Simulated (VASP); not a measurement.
# SnO2 in VASP: notebook

Runs on SnO2. Level: LDA. Tasks: single point.

All numbers are computed with VASP 6.6.1; they aren't measurements. Logs are shortened: lines on timing, memory, paths and dates and some standing lists are left out, and cuts for length are marked.

### Step 1. The cell of the first run

The typed cell holds 6 atoms: a = 4.720 Å, b = 4.721 Å, c = 3.189 Å, α = 90.00°, β = 90.00°, γ = 90.00°.

### Step 2. Single point, LDA (mode 4 frozen in at +0.090 Å and mode 7 at -0.116 Å (largest displacements))

Contents of INCAR:

```
PREC = Accurate
ENCUT = 520
EDIFF = 1E-6
ISMEAR = 0
SIGMA = 0.05
LREAL = F
LASPH = T
NELM = 100
ALGO = Normal
ISIF = 2
LWAVE = F
LCHARG = F
GGA = CA
NBANDS = 35
```

Contents of KPOINTS:

```
Automatic mesh
0
Gamma
  6 6 8
```

Contents of POSCAR:

```
SnO2
1.0
    4.7201335122      0.0000000000      0.0000000000
    0.0000000000      4.7206343096      0.0000000000
    0.0000000000      0.0000000000      3.1888226875
Sn O
2 4
Direct
    0.4956629379      0.4949908701      0.5000000000
    0.0043459583     -0.0050168105      0.0000000000
    0.3033836187      0.3113433846      0.0000000000
    0.8354430984      0.2258520458      0.5000000000
    0.1965833773      0.8113149760      0.5000000000
    0.6645238976      0.7258804545      0.0000000000
```

Potentials or basis: VASP PAW LDA potentials, release 64 (Sn_d, O).

Launch:

```bash
> cat potpaw_LDA.64/Sn_d/POTCAR potpaw_LDA.64/O/POTCAR > POTCAR
> mpirun -np 1 vasp_std > vasp.out
```

OUTCAR:

```text
PREC = Accurate
   ENCUT = 520
   EDIFF = 1E-6
   ISMEAR = 0
   LREAL = F
   LASPH = T
   NELM = 100
   ISIF = 2
   GGA = CA

 ion  position               nearest neighbor table
   1  0.496  0.495  0.500-   3 2.03   3 2.03   4 2.05   5 2.05   6 2.09   6 2.09   2 3.67   2 3.67
                             2 3.67   2 3.67   2 3.73   2 3.73   2 3.73   2 3.73
   2  0.004  0.995  0.000-   5 2.03   5 2.03   6 2.05   3 2.05   4 2.09   4 2.09   1 3.67   1 3.67
                             1 3.67   1 3.67   1 3.73   1 3.73   1 3.73   1 3.73
   3  0.303  0.311  0.000-   1 2.03   1 2.03   2 2.05
   4  0.835  0.226  0.500-   1 2.05   2 2.09   2 2.09
   5  0.197  0.811  0.500-   2 2.03   2 2.03   1 2.05
   6  0.665  0.726  0.000-   2 2.05   1 2.09   1 2.09

  LATTYP: Found a simple orthorhombic cell.
 ALAT       =     3.1888226875
 B/A-ratio  =     1.4802119700
 C/A-ratio  =     1.4803690177

  Lattice vectors:

 A1 = (   0.0000000000,   0.0000000000,   3.1888226875)
 A2 = (   4.7201335122,   0.0000000000,   0.0000000000)
 A3 = (   0.0000000000,   4.7206343096,   0.0000000000)

Analysis of symmetry for initial positions (statically):
=====================================================================
 Subroutine PRICEL returns:
 Original cell was already a primitive cell.

 Routine SETGRP: Setting up the symmetry group for a
 simple orthorhombic supercell.

 Subroutine GETGRP returns: Found  2 space group operations
 (whereof  2 operations were pure point group operations)
 out of a pool of  8 trial point group operations.

The static configuration has the point symmetry C_1h.

Analysis of symmetry for dynamics (positions and initial velocities):
=====================================================================
 Subroutine PRICEL returns:
 Original cell was already a primitive cell.

 Routine SETGRP: Setting up the symmetry group for a
 simple orthorhombic supercell.

 Subroutine GETGRP returns: Found  2 space group operations
 (whereof  2 operations were pure point group operations)
 out of a pool of  8 trial point group operations.

The dynamic configuration has the point symmetry C_1h.

 Subroutine INISYM returns: Found  2 space group operations
 (whereof  2 operations are pure point group operations),
 and found     1 'primitive' translations

----------------------------------------------------------------------------------------

                                     Primitive cell

  volume of cell :      71.0534

  direct lattice vectors                    reciprocal lattice vectors
     4.720133512  0.000000000  0.000000000     0.211858414  0.000000000  0.000000000
     0.000000000  4.720634310  0.000000000     0.000000000  0.211835939  0.000000000
     0.000000000  0.000000000  3.188822688     0.000000000  0.000000000  0.313595360

  length of vectors
     4.720133512  4.720634310  3.188822688     0.211858414  0.211835939  0.313595360

  position of ions in fractional coordinates (direct lattice)
     0.495662938  0.494990870  0.500000000
     0.004345958  0.994983189  0.000000000
     0.303383619  0.311343385  0.000000000
     0.835443098  0.225852046  0.500000000
     0.196583377  0.811314976  0.500000000
     0.664523898  0.725880455  0.000000000

  ion indices of the primitive-cell ions
   primitive index   ion index
                 1           1
                 2           2
                 3           3
                 4           4
                 5           5
                 6           6

----------------------------------------------------------------------------------------

 KPOINTS: Automatic mesh

Automatic generation of k-mesh.
 Grid dimensions read from file:
 generate k-points for:    6    6    8

 Generating k-lattice:

  Cartesian coordinates                     Fractional coordinates (reciprocal lattice)
     0.035309736  0.000000000  0.000000000     0.166666667  0.000000000  0.000000000
     0.000000000  0.035305990  0.000000000     0.000000000  0.166666667  0.000000000
     0.000000000  0.000000000  0.039199420     0.000000000  0.000000000  0.125000000

  Length of vectors
     0.035309736  0.035305990  0.039199420

  Shift w.r.t. Gamma in fractional coordinates (k-lattice)
     0.000000000  0.000000000  0.000000000

 Subroutine IBZKPT returns following result:
 ===========================================

 Found    100 irreducible k-points:

 Following reciprocal coordinates:
            Coordinates               Weight
  0.000000  0.000000  0.000000      1.000000
  0.166667  0.000000  0.000000      2.000000
  0.333333  0.000000  0.000000      2.000000
  0.500000  0.000000  0.000000      1.000000
  0.000000  0.166667  0.000000      2.000000
  0.166667  0.166667  0.000000      2.000000
[... 16 lines left out ...]
  0.333333  0.000000  0.125000      4.000000
  0.500000  0.000000  0.125000      2.000000
 [... further k-points ...]
   k-points           NKPTS =    100   k-points in BZ     NKDIM =    100   number of bands    NBANDS=     35
   number of dos      NEDOS =    301   number of ions     NIONS =      6
   total plane-waves  NPLWV =  31104
   dimension x,y,z NGX =    36 NGY =   36 NGZ =   24
   dimension x,y,z NGXF=    72 NGYF=   72 NGZF=   48
   ions per type =               2   4
   NGX,Y,Z   is equivalent  to a cutoff of  12.68, 12.68, 12.51 a.u.
   NGXF,Y,Z  is equivalent  to a cutoff of  25.36, 25.36, 25.02 a.u.
 SYSTEM =  unknown system
   PREC   = accura    normal or accurate (medium, high low for compatibility)
   ISTART =      0    job   : 0-new  1-cont  2-samecut
   ICHARG =      2    charge: 1-file 2-atom 10-const
   ISPIN  =      1    spin polarized calculation?
   LNONCOLLINEAR =      F non collinear calculations
   LSORBIT =      F    spin-orbit coupling
   LASPH  =      T    aspherical Exc in radial PAW
   ENCUT  =  520.0 eV  38.22 Ry    6.18 a.u.   8.78  8.78  5.93*2*pi/ulx,y,z
   NELM   =    100;   NELMIN=  2; NELMDL= -5     # of ELM steps
   EDIFF  = 0.1E-05   stopping-criterion for ELM
   LREAL  =      F    real-space projection
   EDIFFG = 0.1E-04   stopping-criterion for IOM
   NSW    =      0    number of steps for IOM
   IBRION =     -1    ionic relax: 0-MD 1-quasi-New 2-CG
   NFREE  =      0    steps in history (QN), initial steepest desc. (CG)
   ISIF   =      2    stress and relaxation
   ISYM   =      2    0-nonsym 1-usesym 2-fastsym
   POTIM  = 0.5000    time-step for ionic-motion
   TEBEG  =    0.0;   TEEND  =   0.0 temperature during run
   PSTRESS=    0.0 pullay stress
   NELECT =      52.0000    total number of electrons
   NUPDOWN=      -1.0000    fix difference up-down
   EMIN   =  10.00;   EMAX   =-10.00  energy-range for DOS
   EFERMI =   0.00;   METHOD = LEGACY
   ISMEAR =     0;   SIGMA  =   0.05  broadening in eV -4-tet -1-fermi 0-gaus
   EFERMI_NEDOS =   21; number of points for ismear=-14 and -15
   IALGO  =     38    algorithm
   IMIX   =      4    mixing-type and parameters
     AMIX     =   0.40;   BMIX     =  1.00
     AMIX_MAG =   1.60;   BMIX_MAG =  1.00
  volume/ion in A,a.u.               =      11.84        79.92
  Fermi-wavevector in a.u.,A,eV,Ry     =   1.475302  2.787917 29.613299  2.176516
  Thomas-Fermi vector in A             =   2.589968
   LORBIT       =      0    0 simple, 1 ext, 2 COOP (PROOUT), +10 PAW based schemes
   GGA     = CA    functional components
   LHFCALC =     F    Hartree Fock is set to
   AEXX    =    0.0000 exact exchange contribution
   IVDW    =     0    specifies the selected vdW correction
   LEPSILON=     F    determine dielectric tensor
   LRPA    =     F    only Hartree local field effects (RPA)
 non-spin polarized calculation
 Gauss-broadening in eV      SIGMA  =   0.05
  energy-cutoff  :      520.00
  volume of cell :       71.05
 maximum number of plane-waves:      1933
 NGX is ok and might be reduce to    36
   NGX = 17   NGY = 17   NGZ = 11

 number of electron      52.0000001 magnetization

 Free energy of the ion-electron system (eV)
  ---------------------------------------------------
  ext. energy  EPLUGINS =         0.00000000
  ---------------------------------------------------
  free energy    TOTEN  =       -42.15635005 eV

  energy without entropy =      -42.15635005  energy(sigma->0) =      -42.15635005

 E-fermi :   6.1189     XC(G=0): -11.8476

 val. band max:        5.8955472525   @ k =   0.0000   0.0000   0.0000
 cond. band min:       7.1683621944   @ k =   0.0000   0.0000   0.0000
 fundamental gap:      1.2728149418
 Fermi energy:         6.1188800565

 k-point     1 :       0.0000    0.0000    0.0000
  band No.  band energies     occupation
      1     -15.0411      2.00000
      2     -14.2930      2.00000
      3     -14.0142      2.00000
      4     -13.9936      2.00000
      5     -13.9895      2.00000
      6     -13.9057      2.00000
[... 27 lines left out ...]
     34      18.1609      0.00000
     35      18.3185      0.00000

 k-point     2 :       0.1667    0.0000    0.0000
  band No.  band energies     occupation
      1     -15.0008      2.00000
      2     -14.3410      2.00000
      3     -14.0140      2.00000
      4     -13.9923      2.00000
      5     -13.9868      2.00000
      6     -13.9471      2.00000
[... 27 lines left out ...]
     34      18.1262      0.00000
     35      18.2695      0.00000

 k-point     3 :       0.3333    0.0000    0.0000
  band No.  band energies     occupation
      1     -14.8848      2.00000
      2     -14.4917      2.00000
      3     -14.0146      2.00000
      4     -13.9891      2.00000
      5     -13.9882      2.00000
      6     -13.9816      2.00000
[... 27 lines left out ...]
     34      18.0385      0.00000
     35      18.4191      0.00000
[... 723 lines left out ...]
 k-point    23 :       0.3333    0.0000    0.1250
  band No.  band energies     occupation
      1     -14.8326      2.00000
      2     -14.4585      2.00000
      3     -14.1791      2.00000
      4     -14.0907      2.00000
      5     -13.9604      2.00000
      6     -13.9173      2.00000
[... 27 lines left out ...]
     34      17.9772      0.00000
     35      18.2349      0.00000

 k-point    24 :       0.5000    0.0000    0.1250
  band No.  band energies     occupation
      1     -14.7200      2.00000
      2     -14.6011      2.00000
      3     -14.1816      2.00000
      4     -14.0897      2.00000
      5     -13.9440      2.00000
      6     -13.9303      2.00000
[... 27 lines left out ...]
     34      18.0752      0.00000
     35      18.1102      0.00000

 [... further k-points ...]

------------------------ aborting loop because EDIFF is reached ----------------------------------------

  FORCE on cell =-STRESS in cart. coord.  units (eV):
  Direction    XX          YY          ZZ          XY          YZ          ZX
  --------------------------------------------------------------------------------------
  -------------------------------------------------------------------------------------
  Total        0.4825837     -0.2786027      0.8199480     -0.0001788      0.0000000      0.0000000
  in kB       10.8817365     -6.2821866     18.4889349     -0.0040328      0.0000000      0.0000000
  external PRESSURE =       7.6961616 kB  Pullay stress =       0.0000000 kB

 VOLUME and BASIS-vectors are now :
 -----------------------------------------------------------------------------
  energy-cutoff  :      520.00
  volume of cell :       71.05
      direct lattice vectors                 reciprocal lattice vectors
     4.720133512  0.000000000  0.000000000     0.211858414  0.000000000  0.000000000
     0.000000000  4.720634310  0.000000000     0.000000000  0.211835939  0.000000000
     0.000000000  0.000000000  3.188822688     0.000000000  0.000000000  0.313595360

 POSITION                                       TOTAL-FORCE (eV/Angst)
 -----------------------------------------------------------------------------------
      2.33960      2.33667      1.59441         0.565183      0.542191      0.000000
      0.02051      4.69695      0.00000        -0.566208      0.542811      0.000000
      1.43201      1.46974      0.00000         0.177968     -0.234130      0.000000
      3.94340      1.06616      1.59441        -0.372274     -0.308372      0.000000
      0.92790      3.82992      1.59441        -0.177624     -0.233792      0.000000
      3.13664      3.42662      0.00000         0.372955     -0.308708      0.000000
 -----------------------------------------------------------------------------------
    total drift:                                0.000120      0.000274      0.000003

  FREE ENERGIE OF THE ION-ELECTRON SYSTEM (eV)
  ---------------------------------------------------
  free  energy   TOTEN  =       -42.1563500539 eV

  energy  without entropy=      -42.1563500539  energy(sigma->0) =      -42.15635005
```

Run time: 2.3 min. Hardware: 1 thread of Intel Xeon 6975P-C, shared host; peak memory 0.29 GiB.

Results:

- Free energy: -42.1564 eV
- Pressure: 0.8 GPa
- Largest force: 0.784 eV/Å
- Band gap on the k mesh: 1.27 eV, direct

Forces in eV/Å, atoms in the order of the input:
```
Sn   0.565  0.542  0.000
Sn  -0.566  0.543  0.000
O    0.178 -0.234  0.000
O   -0.372 -0.308  0.000
O   -0.178 -0.234  0.000
O    0.373 -0.309  0.000
```

Levels at points of the mesh, in eV from the valence-band top:
```tsv
k point	band 22	band 23	band 24	band 25	band 26	band 27	band 28	band 29	band 30	band 31
(0.00, 0.00, 0.00)	-1.22	-1.11	-0.79	-0.65	0.00	1.27	5.48	6.20	6.60	10.05
(0.50, 0.00, 0.00)	-2.03	-1.33	-0.97	-0.68	-0.65	4.45	4.46	7.08	7.18	10.07
(0.00, 0.50, 0.00)	-1.90	-1.12	-1.12	-0.45	-0.45	4.27	4.27	6.65	6.65	10.86
(0.50, 0.50, 0.00)	-2.01	-1.26	-1.26	-0.84	-0.84	4.76	4.76	7.35	7.35	10.75
(0.00, 0.00, 0.50)	-2.65	-1.70	-1.69	-1.16	-1.16	6.03	6.03	9.37	9.37	10.25
(0.50, 0.00, 0.50)	-1.62	-1.11	-1.11	-0.58	-0.58	6.22	6.22	7.80	7.80	10.52
(0.00, 0.50, 0.50)	-1.86	-1.07	-1.07	-0.66	-0.66	6.30	6.30	8.08	8.08	10.53
(0.50, 0.50, 0.50)	-2.33	-0.97	-0.97	-0.70	-0.70	4.72	4.72	8.62	8.62	10.72
```

Caveat: the cell differs from its parent crystal (mode 4 frozen in at +0.090 Å and mode 7 at -0.116 Å (largest displacements)); spin-orbit coupling is left out, which moves the levels of the heavy elements.

### Step 3. Single point, LDA (mode 4 frozen in at +0.179 Å and mode 7 at +0.174 Å (largest displacements))

Contents of INCAR:

```
SYSTEM = SnO2
ALGO     = Normal         ! electronic algorithm
EDIFF    = 1E-6           ! SCF threshold, eV
ENCUT    = 520            ! plane-wave cutoff, eV
GGA      = CA             ! functional
ISIF     = 2              ! what is computed and relaxed
ISMEAR   = 0              ! smearing method
LASPH    = .True.         ! aspherical terms in the spheres
LCHARG   = .True.         ! write CHGCAR
LELF     = .True.         ! ELF
LREAL    = .False.        ! projectors in reciprocal space
LVHAR    = .True.       
LWAVE    = .False.        ! write WAVECAR
NBANDS   = 35             ! bands
NELM     = 80             ! most SCF steps
PREC     = Accurate       ! precision mode
SIGMA    = 0.05           ! smearing width, eV
```

Contents of KPOINTS:

```
k-points
0
Gamma
  6 6 8
  0 0 0
```

Contents of POSCAR:

```
SnO2
1.0
    4.7201335122      0.0000000000      0.0000000000
    0.0000000000      4.7206343096      0.0000000000
    0.0000000000      0.0000000000      3.1888226875
Sn O
2 4
Direct
    0.5065055932      0.5075136948      0.5000000000
   -0.0065189374      0.0075252158      0.0000000000
    0.3569220680      0.2513925257      0.0000000000
    0.8088328485      0.1928143286      0.5000000000
    0.1431274380      0.7514351388      0.5000000000
    0.6912166576      0.6927717155      0.0000000000
```

Potentials or basis: VASP PAW LDA potentials, release 64 (Sn_d, O).

Launch:

```bash
> cat potpaw_LDA.64/Sn_d/POTCAR potpaw_LDA.64/O/POTCAR > POTCAR
> mpirun -np 1 vasp_std > vasp.out
```

Run time: 2.6 min. Hardware: 1 thread of Intel Xeon 6975P-C, shared host; peak memory 0.29 GiB.

The run converged. Its results:

| Property | Result |
| --- | --- |
| Free energy | -41.9439 eV |
| Pressure | -0.5 GPa |
| Largest force | 1.293 eV/Å |
| Band gap on the k mesh | 1.40 eV, indirect (least direct gap 1.42 eV) |

Forces on the atoms (eV/Å):
```
Sn  -0.970 -0.854  0.000
Sn   0.971 -0.854  0.000
O   -0.737  0.572  0.000
O    0.317  0.282  0.000
O    0.736  0.571  0.000
O   -0.318  0.282  0.000
```

Stress tensor (GPa, compression positive):
```
-0.02  0.00  0.00
 0.00 -3.08  0.00
 0.00  0.00  1.70
```

Levels at points of the mesh, in eV from the valence-band top:
| k point | band 24 | band 25 | band 26 | band 27 | band 28 | band 29 |
| --- | --- | --- | --- | --- | --- | --- |
| (0.00, 0.00, 0.00) | -0.67 | -0.40 | -0.03 | 1.40 | 5.24 | 6.43 |
| (0.50, 0.00, 0.00) | -0.68 | -0.63 | -0.51 | 4.52 | 4.58 | 7.34 |
| (0.00, 0.50, 0.00) | -0.89 | -0.17 | -0.17 | 4.19 | 4.19 | 6.53 |
| (0.50, 0.50, 0.00) | -1.06 | -0.67 | -0.67 | 4.82 | 4.82 | 7.36 |
| (0.00, 0.00, 0.50) | -1.59 | -0.88 | -0.88 | 5.97 | 5.97 | 9.24 |
| (0.50, 0.00, 0.50) | -0.97 | -0.37 | -0.37 | 6.05 | 6.05 | 7.69 |
| (0.00, 0.50, 0.50) | -1.00 | -0.49 | -0.49 | 6.20 | 6.20 | 8.25 |
| (0.50, 0.50, 0.50) | -0.86 | -0.48 | -0.48 | 4.70 | 4.70 | 8.66 |

Caveat: the cell differs from its parent crystal (mode 4 frozen in at +0.179 Å and mode 7 at +0.174 Å (largest displacements)); spin-orbit coupling is left out, which moves the levels of the heavy elements; forces of over 1 eV/Å act on the atoms, so gaps and moduli don't describe the material at rest.
